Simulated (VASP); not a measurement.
Here is a VASP 6.6.1 calculation.

INCAR

```
PREC = Accurate
ENCUT = 520
EDIFF = 1E-6
ISMEAR = -1
SIGMA = 0.1
LREAL = False
LASPH = True
NELM = 100
ALGO = Normal
ISIF = 2
LWAVE = False
LCHARG = False
GGA = PE
NBANDS = 12
```

Contents of KPOINTS:

```
regular mesh
0
Gamma
  21 21 21
```

Contents of POSCAR:

```
Ag
1.0
    0.0000000000      2.1007233615      2.1007233615
    2.1007233615      0.0000000000      2.1007233615
    2.1007233615      2.1007233615      0.0000000000
Ag
1
Direct
    0.0000000000      0.0000000000      0.0000000000
```

Potentials or basis: VASP PAW PBE potentials, release 64 (Ag).

Launch:

```sh
$ cat potpaw_PBE.64/Ag/POTCAR > POTCAR
$ mpirun -np 1 vasp_std > vasp.out
```

What does it give for the pressure?

-3.2 GPa.
